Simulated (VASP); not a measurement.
# SiO2 (Cristobalite) (P4_12_12) in VASP: a series of runs

Aim: see how the results for SiO2 (Cristobalite) move with the level of theory and the settings. Levels: PBE, r2SCAN. Tasks: electric field gradients.

Everything below comes from runs of VASP 6.6.1. Logs are shortened: lines on timing, memory, paths and dates and some standing lists are left out, and cuts for length are marked.

## 1. The cell of the first run

The structure is tetragonal, space group P4_12_12 (No. 92). The conventional cell has a = 4.988 Å, b = 4.988 Å, c = 6.970 Å, α = 90.00°, β = 90.00°, γ = 90.00°. Within 2.1 Å of Si (site symmetry 2) lie 4 O at 1.59 to 1.60 Å. O (site symmetry 1) has 2 Si at 1.59 to 1.60 Å within 2.1 Å.

## 2. Electric field gradients, PBE

File INCAR:

```
SYSTEM = SiO2
PREC = Accurate ; ENCUT = 520
EDIFF = 1E-8 ; ISMEAR = -1
SIGMA = 0.02 ; LREAL = .False.
LASPH = .True. ; NELM = 100
ALGO = Normal ; ISIF = 2
LWAVE = .False. ; LCHARG = .False.
GGA = PE ; LEFG = .True.
NBANDS = 44
```

File KPOINTS:

```
regular mesh
0
Gamma
  5 5 4
  0 0 0
```

File POSCAR:

```
SiO2
1.0
    4.9877000000      0.0000000000      0.0000000000
    0.0000000000      4.9877000000      0.0000000000
    0.0000000000      0.0000000000      6.9697000000
Si O
4 8
Direct
    0.2949000000      0.2949000000      0.0000000000
    0.2051000000      0.7949000000      0.2500000000
    0.7051000000      0.7051000000      0.5000000000
    0.7949000000      0.2051000000      0.7500000000
    0.2416000000      0.0968000000      0.1747000000
    0.4032000000      0.7416000000      0.4247000000
    0.7584000000      0.9032000000      0.6747000000
    0.5968000000      0.2584000000      0.9247000000
    0.7416000000      0.4032000000      0.5753000000
    0.9032000000      0.7584000000      0.3253000000
    0.2584000000      0.5968000000      0.0753000000
    0.0968000000      0.2416000000      0.8253000000
```

Potentials or basis: VASP PAW PBE potentials, release 64 (Si, O).

On the command line:

```console
> cat potpaw_PBE.64/Si/POTCAR potpaw_PBE.64/O/POTCAR > POTCAR
> mpirun -np 1 vasp_std > vasp.out
```

OUTCAR:

```text
SYSTEM = SiO2
   PREC = Accurate
   ENCUT = 520
   EDIFF = 1E-8
   ISMEAR = -1
   LREAL = .False.
   LASPH = .True.
   NELM = 100
   ISIF = 2
   GGA = PE

 ion  position               nearest neighbor table
   1  0.295  0.295  0.000-   5 1.59  12 1.59  11 1.60   8 1.60   2 3.08   4 3.08   2 3.08   4 3.08

   2  0.205  0.795  0.250-   6 1.59  11 1.59  10 1.60   5 1.60   1 3.08   3 3.08   1 3.08   3 3.08

   3  0.705  0.705  0.500-   7 1.59  10 1.59   9 1.60   6 1.60   2 3.08   4 3.08   4 3.08   2 3.08

   4  0.795  0.205  0.750-   8 1.59   9 1.59   7 1.60  12 1.60   1 3.08   3 3.08   3 3.08   1 3.08

   5  0.242  0.097  0.175-   1 1.59   2 1.60
   6  0.403  0.742  0.425-   2 1.59   3 1.60
   7  0.758  0.903  0.675-   3 1.59   4 1.60
   8  0.597  0.258  0.925-   4 1.59   1 1.60
   9  0.742  0.403  0.575-   4 1.59   3 1.60
  10  0.903  0.758  0.325-   3 1.59   2 1.60
  11  0.258  0.597  0.075-   2 1.59   1 1.60
  12  0.097  0.242  0.825-   1 1.59   4 1.60

  LATTYP: Found a simple tetragonal cell.
 ALAT       =     4.9877000000
 C/A-ratio  =     1.3973775488

  Lattice vectors:

 A1 = (   4.9877000000,   0.0000000000,   0.0000000000)
 A2 = (   0.0000000000,   4.9877000000,   0.0000000000)
 A3 = (   0.0000000000,   0.0000000000,   6.9697000000)

Analysis of symmetry for initial positions (statically):
=====================================================================
 Subroutine PRICEL returns:
 Original cell was already a primitive cell.

 Routine SETGRP: Setting up the symmetry group for a
 simple tetragonal supercell.

 Subroutine GETGRP returns: Found  8 space group operations
 (whereof  2 operations were pure point group operations)
 out of a pool of 16 trial point group operations.

The static configuration has the point symmetry C_2 .
 The point group associated with its full space group is D_4 .

Analysis of symmetry for dynamics (positions and initial velocities):
=====================================================================
 Subroutine PRICEL returns:
 Original cell was already a primitive cell.

 Routine SETGRP: Setting up the symmetry group for a
 simple tetragonal supercell.

 Subroutine GETGRP returns: Found  8 space group operations
 (whereof  2 operations were pure point group operations)
 out of a pool of 16 trial point group operations.

The dynamic configuration has the point symmetry C_2 .
 The point group associated with its full space group is D_4 .

 Subroutine INISYM returns: Found  8 space group operations
 (whereof  2 operations are pure point group operations),
 and found     1 'primitive' translations

----------------------------------------------------------------------------------------

                                     Primitive cell

  volume of cell :     173.3863

  direct lattice vectors                    reciprocal lattice vectors
     4.987700000  0.000000000  0.000000000     0.200493213  0.000000000  0.000000000
     0.000000000  4.987700000  0.000000000     0.000000000  0.200493213  0.000000000
     0.000000000  0.000000000  6.969700000     0.000000000  0.000000000  0.143478198

  length of vectors
     4.987700000  4.987700000  6.969700000     0.200493213  0.200493213  0.143478198

  position of ions in fractional coordinates (direct lattice)
     0.294900000  0.294900000  0.000000000
     0.205100000  0.794900000  0.250000000
     0.705100000  0.705100000  0.500000000
     0.794900000  0.205100000  0.750000000
     0.241600000  0.096800000  0.174700000
     0.403200000  0.741600000  0.424700000
     0.758400000  0.903200000  0.674700000
     0.596800000  0.258400000  0.924700000
     0.741600000  0.403200000  0.575300000
     0.903200000  0.758400000  0.325300000
     0.258400000  0.596800000  0.075300000
     0.096800000  0.241600000  0.825300000

  ion indices of the primitive-cell ions
   primitive index   ion index
                 1           1
                 2           2
                 3           3
                 4           4
                 5           5
                 6           6
                 7           7
                 8           8
                 9           9
                10          10
                11          11
                12          12

----------------------------------------------------------------------------------------

 KPOINTS: regular mesh

Automatic generation of k-mesh.
 Grid dimensions read from file:
 generate k-points for:    5    5    4
[... 53 lines left out ...]
   LSORBIT =      F    spin-orbit coupling
   LASPH  =      T    aspherical Exc in radial PAW
   ENCUT  =  520.0 eV  38.22 Ry    6.18 a.u.   9.27  9.27 12.96*2*pi/ulx,y,z
   NELM   =    100;   NELMIN=  2; NELMDL= -5     # of ELM steps
   EDIFF  = 0.1E-07   stopping-criterion for ELM
   LREAL  =      F    real-space projection
   EDIFFG = 0.1E-06   stopping-criterion for IOM
   NSW    =      0    number of steps for IOM
   IBRION =     -1    ionic relax: 0-MD 1-quasi-New 2-CG
   NFREE  =      0    steps in history (QN), initial steepest desc. (CG)
   ISIF   =      2    stress and relaxation
   ISYM   =      2    0-nonsym 1-usesym 2-fastsym
   POTIM  = 0.5000    time-step for ionic-motion
   TEBEG  =    0.0;   TEEND  =   0.0 temperature during run
   PSTRESS=    0.0 pullay stress
   NELECT =      64.0000    total number of electrons
   NUPDOWN=      -1.0000    fix difference up-down
   EMIN   =  10.00;   EMAX   =-10.00  energy-range for DOS
   EFERMI =   0.00;   METHOD = LEGACY
   ISMEAR =    -1;   SIGMA  =   0.02  broadening in eV -4-tet -1-fermi 0-gaus
   EFERMI_NEDOS =   21; number of points for ismear=-14 and -15
   IALGO  =     38    algorithm
   IMIX   =      4    mixing-type and parameters
     AMIX     =   0.40;   BMIX     =  1.00
     AMIX_MAG =   1.60;   BMIX_MAG =  1.00
  volume/ion in A,a.u.               =      14.45        97.51
  Fermi-wavevector in a.u.,A,eV,Ry     =   1.174347  2.219195 18.763682  1.379092
  Thomas-Fermi vector in A             =   2.310746
   LORBIT       =      0    0 simple, 1 ext, 2 COOP (PROOUT), +10 PAW based schemes
   GGA     = PE    functional components
   LHFCALC =     F    Hartree Fock is set to
   AEXX    =    0.0000 exact exchange contribution
   IVDW    =     0    specifies the selected vdW correction
   LEPSILON=     F    determine dielectric tensor
   LRPA    =     F    only Hartree local field effects (RPA)
 non-spin polarized calculation
  energy-cutoff  :      520.00
  volume of cell :      173.39
 maximum number of plane-waves:      4702
 NGX is ok and might be reduce to    40
   NGX = 19   NGY = 19   NGZ = 25

 number of electron      64.0000017 magnetization

 Free energy of the ion-electron system (eV)
  ---------------------------------------------------
  ext. energy  EPLUGINS =         0.00000000
  ---------------------------------------------------
  free energy    TOTEN  =       -94.67580544 eV

  energy without entropy =      -94.67580544  energy(sigma->0) =      -94.67580544

 E-fermi :   0.4606     XC(G=0):  -8.3265

 val. band max:        0.0678801835   @ k =   0.0000   0.0000   0.0000
 cond. band min:       5.8788234230   @ k =   0.0000   0.0000   0.0000
 fundamental gap:      5.8109432395
 Fermi energy:         0.4606221496

 k-point     1 :       0.0000    0.0000    0.0000
  band No.  band energies     occupation
      1     -19.5146      2.00000
      2     -18.5984      2.00000
      3     -18.5984      2.00000
      4     -17.3979      2.00000
      5     -17.3602      2.00000
      6     -17.3499      2.00000
[... 835 lines left out ...]
     43      11.1561      0.00000
     44      11.1561      0.00000

------------------------ aborting loop because EDIFF is reached ----------------------------------------

  FORCE on cell =-STRESS in cart. coord.  units (eV):
  Direction    XX          YY          ZZ          XY          YZ          ZX
  --------------------------------------------------------------------------------------
  -------------------------------------------------------------------------------------
  Total        9.1570548      9.1570548     11.2580339     -0.0000000      0.0000000      0.0000000
  in kB       84.6158386     84.6158386    104.0299532     -0.0000000      0.0000000      0.0000000
  external PRESSURE =      91.0872101 kB  Pullay stress =       0.0000000 kB

 VOLUME and BASIS-vectors are now :
 -----------------------------------------------------------------------------
  energy-cutoff  :      520.00
  volume of cell :      173.39
      direct lattice vectors                 reciprocal lattice vectors
     4.987700000  0.000000000  0.000000000     0.200493213  0.000000000  0.000000000
     0.000000000  4.987700000  0.000000000     0.000000000  0.200493213  0.000000000
     0.000000000  0.000000000  6.969700000     0.000000000  0.000000000  0.143478198

 POSITION                                       TOTAL-FORCE (eV/Angst)
 -----------------------------------------------------------------------------------
      1.47087      1.47087      0.00000         0.345093      0.345093     -0.000000
      1.02298      3.96472      1.74242        -0.345093      0.345093     -0.000000
      3.51683      3.51683      3.48485        -0.345093     -0.345093     -0.000000
      3.96472      1.02298      5.22727         0.345093     -0.345093     -0.000000
      1.20503      0.48281      1.21761        -0.143037     -0.034237      0.668343
      2.01104      3.69888      2.96003         0.034237     -0.143037      0.668343
      3.78267      4.50489      4.70246         0.143037      0.034237      0.668343
      2.97666      1.28882      6.44488        -0.034237      0.143037      0.668343
      3.69888      2.01104      4.00967        -0.143037      0.034237     -0.668343
      4.50489      3.78267      2.26724         0.034237      0.143037     -0.668343
      1.28882      2.97666      0.52482         0.143037     -0.034237     -0.668343
      0.48281      1.20503      5.75209        -0.034237     -0.143037     -0.668343
 -----------------------------------------------------------------------------------
    total drift:                               -0.000000      0.000000      0.000000

  FREE ENERGIE OF THE ION-ELECTRON SYSTEM (eV)
  ---------------------------------------------------
  free  energy   TOTEN  =       -94.6758054448 eV

  energy  without entropy=      -94.6758054448  energy(sigma->0) =      -94.67580544

 Electric field gradients (V/A^2)
---------------------------------------------------------------------
 ion       V_xx      V_yy      V_zz      V_xy      V_xz      V_yz
---------------------------------------------------------------------
   1       1.598     1.598    -3.196    -0.846    -0.514     0.514
   2       1.598     1.598    -3.196     0.846    -0.514    -0.514
   3       1.598     1.598    -3.196    -0.846     0.514    -0.514
   4       1.598     1.598    -3.196     0.846     0.514     0.514
   5     -45.287    43.202     2.085    15.665   -11.372   -56.495
   6      43.202   -45.287     2.085   -15.665    56.495   -11.372
   7     -45.287    43.202     2.085    15.665    11.372    56.495
   8      43.202   -45.287     2.085   -15.665   -56.495    11.372
   9     -45.287    43.202     2.085   -15.665    11.372   -56.495
  10      43.202   -45.287     2.085    15.665   -56.495   -11.372
  11     -45.287    43.202     2.085   -15.665   -11.372    56.495
  12      43.202   -45.287     2.085    15.665    56.495    11.372
---------------------------------------------------------------------

 Electric field gradients after diagonalization (V/A^2)
 (convention: |V_zz| > |V_xx| > |V_yy|)
----------------------------------------------------------------------
 ion       V_xx      V_yy      V_zz     asymmetry (V_yy - V_xx)/ V_zz
----------------------------------------------------------------------
   1       2.536     0.752    -3.288       0.542
   2       2.536     0.752    -3.288       0.542
   3       2.536     0.752    -3.288       0.542
   4       2.536     0.752    -3.288       0.542
   5     -48.158   -37.466    85.624       0.125
   6     -48.158   -37.466    85.624       0.125
   7     -48.158   -37.466    85.624       0.125
   8     -48.158   -37.466    85.624       0.125
   9     -48.158   -37.466    85.624       0.125
  10     -48.158   -37.466    85.624       0.125
  11     -48.158   -37.466    85.624       0.125
  12     -48.158   -37.466    85.624       0.125
----------------------------------------------------------------------

           NMR quadrupolar parameters

 Cq : quadrupolar parameter    Cq=e*Q*V_zz/h
 eta: asymmetry parameters     (V_yy - V_xx)/ V_zz
 Q  : nuclear electric quadrupole moment in mb (millibarn)
----------------------------------------------------------------------
 ion       Cq(MHz)       eta       Q (mb)
----------------------------------------------------------------------
   1      -0.008       0.542       1.000
   2      -0.008       0.542       1.000
   3      -0.008       0.542       1.000
   4      -0.008       0.542       1.000
   5       0.207       0.125       1.000
   6       0.207       0.125       1.000
   7       0.207       0.125       1.000
   8       0.207       0.125       1.000
   9       0.207       0.125       1.000
  10       0.207       0.125       1.000
  11       0.207       0.125       1.000
  12       0.207       0.125       1.000
----------------------------------------------------------------------
```

Run time: 99 s. Hardware: 1 thread of Intel Xeon 6975P-C (Granite Rapids), shared host; peak memory 0.31 GiB.

Results:

```yaml
Free_energy: -94.6758 eV
Pressure: 9.1 GPa
Largest_force: 0.684 eV/Å
Band_gap_on_the_k_mesh: 5.81 eV, direct
```

Forces in eV/Å, atoms in the order of the input:
```
Si   0.345  0.345  0.000
Si  -0.345  0.345  0.000
Si  -0.345 -0.345  0.000
Si   0.345 -0.345  0.000
O   -0.143 -0.034  0.668
O    0.034 -0.143  0.668
O    0.143  0.034  0.668
O   -0.034  0.143  0.668
O   -0.143  0.034 -0.668
O    0.034  0.143 -0.668
O    0.143 -0.034 -0.668
O   -0.034 -0.143 -0.668
```

Electric field gradients, principal values (V/Å²):
| atom | least | middle | greatest (by size) |
| --- | --- | --- | --- |
| 1 Si | 0.752 | 2.536 | -3.288 |
| 2 Si | 0.752 | 2.536 | -3.288 |
| 3 Si | 0.752 | 2.536 | -3.288 |
| 4 Si | 0.752 | 2.536 | -3.288 |
| 5 O | -37.466 | -48.158 | 85.624 |
| 6 O | -37.466 | -48.158 | 85.624 |
| 7 O | -37.466 | -48.158 | 85.624 |
| 8 O | -37.466 | -48.158 | 85.624 |
| 9 O | -37.466 | -48.158 | 85.624 |
| 10 O | -37.466 | -48.158 | 85.624 |
| 11 O | -37.466 | -48.158 | 85.624 |
| 12 O | -37.466 | -48.158 | 85.624 |

Caveat: without QUAD_EFG the Cq values of the log hold for a quadrupole moment of 1 mb, not for the nuclei.

[end of part 1 of 2]
